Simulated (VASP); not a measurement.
Crystal: MnS.

```xyz
2
Lattice="0.0000 2.6045 2.6045 2.6045 0.0000 2.6045 2.6045 2.6045 0.0000" Properties=species:S:1:pos:R:3 pbc="T T T"
Mn    0.0000    0.0000    0.0000
S     2.6045    2.6045    2.6045
```

- Program: VASP 6.6.1
- Task: relaxation of cell and atoms
- Functional: BLYP
- Dispersion: D3(BJ)
- Potentials or basis: VASP PAW PBE potentials, release 64 (Mn_pv, S)
- Cutoff: 600 eV
- k mesh: 9 × 9 × 9
- Occupations: fermi-dirac, width 0.05 eV
- Spin: collinear spin, ferromagnetic start
- Starting moments: [4.0, 0.0] μB

At the start: pressure -7.0 GPa; volume 17.67 Å³/atom.

Problem. How do energy, volume and symmetry change on relaxing?

Solution. Over 11 steps the energy falls by 58.5 meV/atom and the volume is 15.82 Å³/atom (-10.4 %); space group Fm-3m (No. 225, to 0.05 Å); moment 4.16 μB per cell.

Step by step:
```tsv
step	energy change (eV)	largest force (eV/Å)	pressure (GPa)	volume (Å³)
1	0.0000	0.0000	-7.03	35.33
2	-0.1124	0.0000	15.96	31.52
3	-0.0513	0.0000	-5.73	34.04
4	-0.0753	0.0000	-4.97	33.32
5	-0.1007	0.0000	-4.02	32.41
6	-0.1115	0.0000	-3.68	31.96
7	-0.1161	0.0000	-2.64	31.74
8	-0.1170	0.0000	0.77	31.63
9	-0.1112	0.0000	-3.61	31.98
10	-0.1168	0.0000	-1.65	31.69
11	-0.1170	0.0000	-0.16	31.65
```

Final structure:
```
CELL_PARAMETERS angstrom
0.00000 2.51058 2.51058
2.51058 0.00000 2.51058
2.51058 2.51058 0.00000
ATOMIC_POSITIONS crystal
Mn 0.00000 0.00000 0.00000
S 0.50000 0.50000 0.50000
```

Caveat: the PAW data sets were made with another functional, which shifts forces and pressure a little; the volume moved by -10 % from the deposited cell, more than functionals usually miss; a cell with one magnetic atom can't hold antiferromagnetic order, which such compounds often take; pairwise dispersion overbinds metals, which lowers pressure and volume.
